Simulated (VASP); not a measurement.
# Mn: single point with r2SCAN

Crystal: Mn.

```xyz
1
Lattice="0.0000 1.6634 1.6634 1.6634 0.0000 1.6634 1.6634 1.6634 0.0000" Properties=species:S:1:pos:R:3 pbc="T T T"
Mn    0.0000    0.0000    0.0000
```

This cell differs from its parent crystal: volume scaled by 0.88.

* Program: VASP 6.6.1
* Task: single point
* Functional: r2SCAN
* Potentials or basis: VASP PAW PBE potentials, release 64 (Mn_pv)
* Cutoff: 520 eV
* k mesh: 17 × 17 × 17
* Occupations: fermi-dirac, width 0.1 eV
* Spin: no spin polarisation
* Dipole correction: no
* Further INCAR settings: ALGO = Normal; EDIFF = 1e-07; NBANDS = 12

| Quantity | Value |
| --- | --- |
| Pressure | 52.6 GPa |

Levels at points of the mesh, in eV from the Fermi level:
```csv
k point,band 4,band 5,band 6,band 7,band 8,band 9,band 10,band 11
"(0.00, 0.00, 0.00)",-9.56,-1.56,-1.56,-1.56,0.78,0.78,22.98,28.05
```

Wall time 2.3 min on 1 thread of AMD EPYC 7R43 64-Core Processor (Zen 3), with other jobs on the host, peak memory 0.1 GiB.

Caveat: the PAW data sets were made with another functional, which shifts forces and pressure a little; the run has no spin polarisation, though such a crystal can be magnetic. Spin polarisation is off, so any magnetic state and its effect on volume and gap are missing.
